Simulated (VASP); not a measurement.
Crystal: TiO2.

```
Ti O
1.0
     4.59220    0.00000    0.00000
     0.00000    4.59220    0.00000
     0.00000    0.00000    2.95740
Ti O
2 4
Direct
  0.00000 0.00000 0.00000
  0.50000 0.50000 0.50000
  0.30496 0.30496 0.00000
  0.19504 0.80496 0.50000
  0.69504 0.69504 0.00000
  0.80496 0.19504 0.50000
```

```yaml
Program: VASP 6.6.1
Task: relaxation of cell and atoms
Functional: LDA
Potentials_or_basis: VASP PAW LDA potentials, release 64 (Ti_sv, O)
Cutoff: 600 eV
k_mesh: 8 × 8 × 14
Occupations: gaussian, width 0.02 eV
Spin: no spin polarisation
```

At the start: pressure -7.1 GPa; volume 10.39 Å³/atom.

Task: How do energy, volume and symmetry change on relaxing?

Result: Over 16 steps the energy falls by 7.1 meV/atom and the volume is 10.09 Å³/atom (-2.9 %); space group P4_2/mnm (No. 136, to 0.1 Å) before and after.

The path:
| step | energy change (eV) | largest force (eV/Å) | pressure (GPa) | volume (Å³) |
| --- | --- | --- | --- | --- |
| 1 | 0.0000 | 0.0014 | -7.07 | 62.37 |
| 2 | 0.0421 | 0.3957 | 11.35 | 58.32 |
| 3 | -0.0402 | 0.1495 | -0.09 | 60.66 |
| 4 | -0.0402 | 0.1527 | 0.01 | 60.62 |
| 5 | -0.0424 | 0.0158 | 0.03 | 60.53 |
| 6 | -0.0424 | 0.0018 | 0.06 | 60.52 |
| 7 | -0.0424 | 0.0015 | 0.08 | 60.52 |
| 8 | -0.0424 | 0.0047 | 0.10 | 60.53 |
| 9 | -0.0424 | 0.0009 | -0.13 | 60.58 |
| 10 | -0.0424 | 0.0027 | -0.04 | 60.54 |
| 11 | -0.0424 | 0.0033 | 0.02 | 60.54 |
| 12 | -0.0424 | 0.0030 | 0.03 | 60.54 |
| 13 | -0.0424 | 0.0025 | 0.02 | 60.54 |
| 14 | -0.0424 | 0.0023 | 0.01 | 60.54 |
| 15 | -0.0424 | 0.0024 | 0.01 | 60.54 |
| 16 | -0.0424 | 0.0006 | 0.00 | 60.54 |

Final structure:
```cif
data_structure
_symmetry_space_group_name_H-M 'P 1'
_symmetry_Int_Tables_number 1
_cell_length_a 4.5521
_cell_length_b 4.5521
_cell_length_c 2.9218
_cell_angle_alpha 90.000
_cell_angle_beta 90.000
_cell_angle_gamma 90.000
_cell_volume 60.54
loop_
_atom_site_label
_atom_site_type_symbol
_atom_site_fract_x
_atom_site_fract_y
_atom_site_fract_z
_atom_site_occupancy
Ti1 Ti 0.00000 0.00000 0.00000 1
Ti2 Ti 0.50000 0.50000 0.50000 1
O1 O 0.30385 0.30385 0.00000 1
O2 O 0.19615 0.80385 0.50000 1
O3 O 0.69615 0.69615 0.00000 1
O4 O 0.80385 0.19615 0.50000 1
```
